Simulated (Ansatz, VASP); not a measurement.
# Two plane-wave programs on TaN

```
CELL_PARAMETERS angstrom
2.90405 0.00000 0.00000
-1.45202 2.51498 0.00000
0.00000 0.00000 2.85405
ATOMIC_POSITIONS crystal
Ta 0.33333 0.66667 0.50000
N 0.00000 0.00000 0.00000
```

Alike in both runs: functional PBEsol; dispersion D3(BJ); k mesh 13 × 13 × 12; occupations fermi-dirac, width 0.1 eV; no spin polarisation.

Ansatz relaxed the structure, and its values are those at the end. VASP's run is a single point on that final structure, the one shown.

```csv
,VASP,Ansatz
version,VASP 6.6.1,Ansatz 0.2.0
potentials or method,"VASP PAW PBE potentials, release 64 (Ta_sv_GW, N), cutoff 700 eV","plane waves, PAW"
valence electrons in the cell,18,18
```

|  | VASP | Ansatz | Ansatz less VASP |
| --- | --- | --- | --- |
| pressure (GPa) | 0.0 | 0.0 | -0.05 |

VASP's potentials were made for PBE, not for PBEsol.

Neither program's run includes spin-orbit coupling.
